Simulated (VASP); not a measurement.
# MgO (Periclase) (Fm-3m) in VASP: a series of runs

Runs on MgO (Periclase). Level: PBEsol. Tasks: single point, relaxation of cell and atoms.

Everything below comes from runs of VASP 6.6.1. Logs are shortened: lines on timing, memory, paths and dates and some standing lists are left out, and cuts for length are marked.

## (1) The cell of the first run

It takes space group Fm-3m (No. 225, cubic). The conventional cell has a = 4.058 Å, b = 4.058 Å, c = 4.058 Å, α = 90.00°, β = 90.00°, γ = 90.00°. Mg (site symmetry m-3m) has 6 O at 2.03 Å within 2.7 Å. O (site symmetry m-3m) has 6 Mg at 2.03 Å within 2.7 Å.

## (2) Single point, PBEsol

Contents of INCAR:

```
ALGO = Normal ; EDIFF = 1E-6
ENCUT = 600 ; GGA = PS
GGA_COMPAT = F ; ISIF = 2
ISMEAR = 0 ; LASPH = T
LCHARG = F ; LREAL = F
LWAVE = F ; NBANDS = 11
NELM = 120 ; PREC = Accurate
SIGMA = 0.1
```

Contents of KPOINTS:

```
k-points
0
Gamma
  8 8 8
```

Contents of POSCAR:

```
MgO
1.0
    0.0000000000      2.0288630424      2.0288630424
    2.0288630424      0.0000000000      2.0288630424
    2.0288630424      2.0288630424      0.0000000000
Mg O
1 1
Direct
    0.0000000000      0.0000000000      0.0000000000
    0.5000000000      0.5000000000      0.5000000000
```

Potentials or basis: VASP PAW PBE potentials, release 64 (Mg, O).

On the command line:

```sh
$ cat potpaw_PBE.64/Mg/POTCAR potpaw_PBE.64/O/POTCAR > POTCAR
$ mpirun -np 1 vasp_std > vasp.out
```

OUTCAR:

```text
EDIFF = 1E-6
   ENCUT = 600
   GGA = PS
   ISIF = 2
   ISMEAR = 0
   LASPH = T
   LREAL = F
   NELM = 120
   PREC = Accurate

 ion  position               nearest neighbor table
   1  0.000  0.000  0.000-   2 2.03   2 2.03   2 2.03   2 2.03   2 2.03   2 2.03
   2  0.500  0.500  0.500-   1 2.03   1 2.03   1 2.03   1 2.03   1 2.03   1 2.03

  LATTYP: Found a face centered cubic cell.
 ALAT       =     4.0577260848

  Lattice vectors:

 A1 = (   0.0000000000,   2.0288630424,   2.0288630424)
 A2 = (   2.0288630424,   0.0000000000,   2.0288630424)
 A3 = (   2.0288630424,   2.0288630424,   0.0000000000)

Analysis of symmetry for initial positions (statically):
[... 6 lines left out ...]

 Subroutine GETGRP returns: Found 48 space group operations
 (whereof 48 operations were pure point group operations)
 out of a pool of 48 trial point group operations.

The static configuration has the point symmetry O_h .

Analysis of symmetry for dynamics (positions and initial velocities):
[... 6 lines left out ...]

 Subroutine GETGRP returns: Found 48 space group operations
 (whereof 48 operations were pure point group operations)
 out of a pool of 48 trial point group operations.

The dynamic configuration has the point symmetry O_h .

 Subroutine INISYM returns: Found 48 space group operations
 (whereof 48 operations are pure point group operations),
 and found     1 'primitive' translations

----------------------------------------------------------------------------------------

                                     Primitive cell

  volume of cell :      16.7028

  direct lattice vectors                    reciprocal lattice vectors
     0.000000000  2.028863042  2.028863042    -0.246443446  0.246443446  0.246443446
     2.028863042  0.000000000  2.028863042     0.246443446 -0.246443446  0.246443446
     2.028863042  2.028863042  0.000000000     0.246443446  0.246443446 -0.246443446

  length of vectors
     2.869245631  2.869245631  2.869245631     0.426852570  0.426852570  0.426852570

  position of ions in fractional coordinates (direct lattice)
     0.000000000  0.000000000  0.000000000
     0.500000000  0.500000000  0.500000000

  ion indices of the primitive-cell ions
   primitive index   ion index
                 1           1
                 2           2

----------------------------------------------------------------------------------------

 KPOINTS: k-points

Automatic generation of k-mesh.
 Grid dimensions read from file:
 generate k-points for:    8    8    8

 Generating k-lattice:

  Cartesian coordinates                     Fractional coordinates (reciprocal lattice)
    -0.030805431  0.030805431  0.030805431     0.125000000  0.000000000  0.000000000
     0.030805431 -0.030805431  0.030805431     0.000000000  0.125000000  0.000000000
     0.030805431  0.030805431 -0.030805431     0.000000000  0.000000000  0.125000000

  Length of vectors
     0.053356571  0.053356571  0.053356571

  Shift w.r.t. Gamma in fractional coordinates (k-lattice)
     0.000000000  0.000000000  0.000000000

 Subroutine IBZKPT returns following result:
 ===========================================

 Found     29 irreducible k-points:

 Following reciprocal coordinates:
            Coordinates               Weight
  0.000000  0.000000  0.000000      1.000000
  0.125000  0.000000  0.000000      8.000000
  0.250000  0.000000  0.000000      8.000000
  0.375000  0.000000  0.000000      8.000000
  0.500000  0.000000  0.000000      4.000000
  0.125000  0.125000  0.000000      6.000000
[... 16 lines left out ...]
  0.500000  0.250000  0.125000     48.000000
 -0.375000  0.250000  0.125000     24.000000
 [... further k-points ...]
   k-points           NKPTS =     29   k-points in BZ     NKDIM =     29   number of bands    NBANDS=     11
   number of dos      NEDOS =    301   number of ions     NIONS =      2
   total plane-waves  NPLWV =  13824
   dimension x,y,z NGX =    24 NGY =   24 NGZ =   24
   dimension x,y,z NGXF=    48 NGYF=   48 NGZF=   48
   ions per type =               1   1
   NGX,Y,Z   is equivalent  to a cutoff of  13.91, 13.91, 13.91 a.u.
   NGXF,Y,Z  is equivalent  to a cutoff of  27.81, 27.81, 27.81 a.u.
 SYSTEM =  unknown system
   PREC   = accura    normal or accurate (medium, high low for compatibility)
   ISTART =      0    job   : 0-new  1-cont  2-samecut
   ICHARG =      2    charge: 1-file 2-atom 10-const
   ISPIN  =      1    spin polarized calculation?
   LNONCOLLINEAR =      F non collinear calculations
   LSORBIT =      F    spin-orbit coupling
   LASPH  =      T    aspherical Exc in radial PAW
   ENCUT  =  600.0 eV  44.10 Ry    6.64 a.u.   5.73  5.73  5.73*2*pi/ulx,y,z
   NELM   =    120;   NELMIN=  2; NELMDL= -5     # of ELM steps
   EDIFF  = 0.1E-05   stopping-criterion for ELM
   LREAL  =      F    real-space projection
   EDIFFG = 0.1E-04   stopping-criterion for IOM
   NSW    =      0    number of steps for IOM
   IBRION =     -1    ionic relax: 0-MD 1-quasi-New 2-CG
   NFREE  =      0    steps in history (QN), initial steepest desc. (CG)
   ISIF   =      2    stress and relaxation
   ISYM   =      2    0-nonsym 1-usesym 2-fastsym
   POTIM  = 0.5000    time-step for ionic-motion
   TEBEG  =    0.0;   TEEND  =   0.0 temperature during run
   PSTRESS=    0.0 pullay stress
   NELECT =       8.0000    total number of electrons
   NUPDOWN=      -1.0000    fix difference up-down
   EMIN   =  10.00;   EMAX   =-10.00  energy-range for DOS
   EFERMI =   0.00;   METHOD = LEGACY
   ISMEAR =     0;   SIGMA  =   0.10  broadening in eV -4-tet -1-fermi 0-gaus
   EFERMI_NEDOS =   21; number of points for ismear=-14 and -15
   IALGO  =     38    algorithm
   IMIX   =      4    mixing-type and parameters
     AMIX     =   0.40;   BMIX     =  1.00
     AMIX_MAG =   1.60;   BMIX_MAG =  1.00
  volume/ion in A,a.u.               =       8.35        56.36
  Fermi-wavevector in a.u.,A,eV,Ry     =   1.280881  2.420514 22.322480  1.640656
  Thomas-Fermi vector in A             =   2.413283
   LORBIT       =      0    0 simple, 1 ext, 2 COOP (PROOUT), +10 PAW based schemes
   GGA     = PS    functional components
   LHFCALC =     F    Hartree Fock is set to
   AEXX    =    0.0000 exact exchange contribution
   IVDW    =     0    specifies the selected vdW correction
   LEPSILON=     F    determine dielectric tensor
   LRPA    =     F    only Hartree local field effects (RPA)
 non-spin polarized calculation
 Gauss-broadening in eV      SIGMA  =   0.10
  energy-cutoff  :      600.00
  volume of cell :       16.70
 maximum number of plane-waves:       568
   NGX = 11   NGY = 11   NGZ = 11

 number of electron       7.9999998 magnetization

 Free energy of the ion-electron system (eV)
  ---------------------------------------------------
  ext. energy  EPLUGINS =         0.00000000
  ---------------------------------------------------
  free energy    TOTEN  =       -12.38979359 eV

  energy without entropy =      -12.38979359  energy(sigma->0) =      -12.38979359

 E-fermi :   4.5253     XC(G=0): -11.8638

 val. band max:        3.9602320778   @ k =   0.0000   0.0000   0.0000
 cond. band min:       9.7571976109   @ k =   0.0000   0.0000   0.0000
 fundamental gap:      5.7969655331
 Fermi energy:         4.5253147406

 k-point     1 :       0.0000    0.0000    0.0000
  band No.  band energies     occupation
      1     -13.8671      2.00000
      2       3.9602      2.00000
      3       3.9602      2.00000
      4       3.9602      2.00000
      5       9.7572      0.00000
      6      20.2090      0.00000
      7      20.2090      0.00000
      8      20.2090      0.00000
      9      24.3576      0.00000
     10      26.3790      0.00000
     11      26.3790      0.00000

 k-point     2 :       0.1250    0.0000    0.0000
  band No.  band energies     occupation
      1     -13.6665      2.00000
      2       2.9460      2.00000
      3       3.8324      2.00000
      4       3.8324      2.00000
      5      10.6595      0.00000
      6      18.4795      0.00000
      7      20.6389      0.00000
      8      20.6389      0.00000
      9      25.5934      0.00000
     10      25.5934      0.00000
     11      26.9072      0.00000

 k-point     3 :       0.2500    0.0000    0.0000
  band No.  band energies     occupation
      1     -13.1386      2.00000
      2       1.0413      2.00000
      3       3.5396      2.00000
      4       3.5396      2.00000
      5      12.0159      0.00000
      6      17.0915      0.00000
      7      21.3744      0.00000
      8      21.3744      0.00000
      9      25.2127      0.00000
     10      25.2127      0.00000
     11      27.7244      0.00000

 k-point     4 :       0.3750    0.0000    0.0000
  band No.  band energies     occupation
      1     -12.5282      2.00000
      2      -0.5915      2.00000
      3       3.2660      2.00000
      4       3.2660      2.00000
      5      12.4524      0.00000
      6      17.3247      0.00000
      7      21.4242      0.00000
      8      21.4242      0.00000
      9      26.5662      0.00000
     10      26.5662      0.00000
     11      26.8644      0.00000

 k-point     5 :       0.5000    0.0000    0.0000
  band No.  band energies     occupation
      1     -12.2420      2.00000
      2      -1.2444      2.00000
      3       3.1574      2.00000
      4       3.1574      2.00000
      5      12.4309      0.00000
      6      17.7533      0.00000
      7      21.3097      0.00000
      8      21.3097      0.00000
      9      26.4844      0.00000
     10      27.7326      0.00000
     11      27.7326      0.00000
[... 211 lines left out ...]
 k-point    21 :       0.5000    0.5000    0.0000
  band No.  band energies     occupation
      1     -11.9390      2.00000
      2      -0.6688      2.00000
      3       2.4297      2.00000
      4       2.4297      2.00000
      5      12.9773      0.00000
      6      15.1000      0.00000
      7      18.1619      0.00000
      8      24.5669      0.00000
      9      24.5669      0.00000
     10      31.4499      0.00000
     11      32.2012      0.00000

 k-point    22 :       0.3750    0.2500    0.1250
  band No.  band energies     occupation
      1     -12.7595      2.00000
      2       0.6259      2.00000
      3       2.6246      2.00000
      4       3.2245      2.00000
      5      13.5378      0.00000
      6      15.7134      0.00000
      7      20.2089      0.00000
      8      22.7126      0.00000
      9      22.9653      0.00000
     10      27.5979      0.00000
     11      31.6190      0.00000

 k-point    23 :       0.5000    0.2500    0.1250
  band No.  band energies     occupation
      1     -12.2776      2.00000
      2      -0.1997      2.00000
      3       1.9620      2.00000
      4       2.9310      2.00000
      5      14.2780      0.00000
      6      16.2724      0.00000
      7      19.0619      0.00000
      8      22.3774      0.00000
      9      24.7411      0.00000
     10      27.7051      0.00000
     11      31.7599      0.00000

 k-point    24 :      -0.3750    0.2500    0.1250
  band No.  band energies     occupation
      1     -12.0594      2.00000
      2      -0.5624      2.00000
      3       1.7256      2.00000
      4       2.7960      2.00000
      5      14.2953      0.00000
      6      17.0609      0.00000
      7      18.6376      0.00000
      8      22.1416      0.00000
      9      25.6897      0.00000
     10      27.4172      0.00000
     11      31.8377      0.00000

 [... further k-points ...]
[... 5 lines left out ...]
  --------------------------------------------------------------------------------------
  -------------------------------------------------------------------------------------
  Total        2.3016384      2.3016384      2.3016384      0.0000000     -0.0000000      0.0000000
  in kB      220.7798761    220.7798761    220.7798761      0.0000000     -0.0000000      0.0000000
  external PRESSURE =     220.7798761 kB  Pullay stress =       0.0000000 kB

 VOLUME and BASIS-vectors are now :
 -----------------------------------------------------------------------------
  energy-cutoff  :      600.00
  volume of cell :       16.70
      direct lattice vectors                 reciprocal lattice vectors
     0.000000000  2.028863042  2.028863042    -0.246443446  0.246443446  0.246443446
     2.028863042  0.000000000  2.028863042     0.246443446 -0.246443446  0.246443446
     2.028863042  2.028863042  0.000000000     0.246443446  0.246443446 -0.246443446

 POSITION                                       TOTAL-FORCE (eV/Angst)
 -----------------------------------------------------------------------------------
      0.00000      0.00000      0.00000         0.000000      0.000000      0.000000
      2.02886      2.02886      2.02886        -0.000000     -0.000000      0.000000
 -----------------------------------------------------------------------------------
    total drift:                               -0.000000     -0.000000      0.000000

  FREE ENERGIE OF THE ION-ELECTRON SYSTEM (eV)
  ---------------------------------------------------
  free  energy   TOTEN  =       -12.3897935943 eV

  energy  without entropy=      -12.3897935943  energy(sigma->0) =      -12.38979359
```

It took 5.3 s on 1 thread of Intel Xeon 6975P-C, shared host; peak memory 0.14 GiB.

What came out:

```
Free energy            : -12.3898 eV
Pressure               : 22.1 GPa
Band gap on the k mesh : 5.80 eV, direct
```

Caveat: the PAW data sets were made with another functional, which shifts forces and pressure a little.

[end of part 1 of 2]
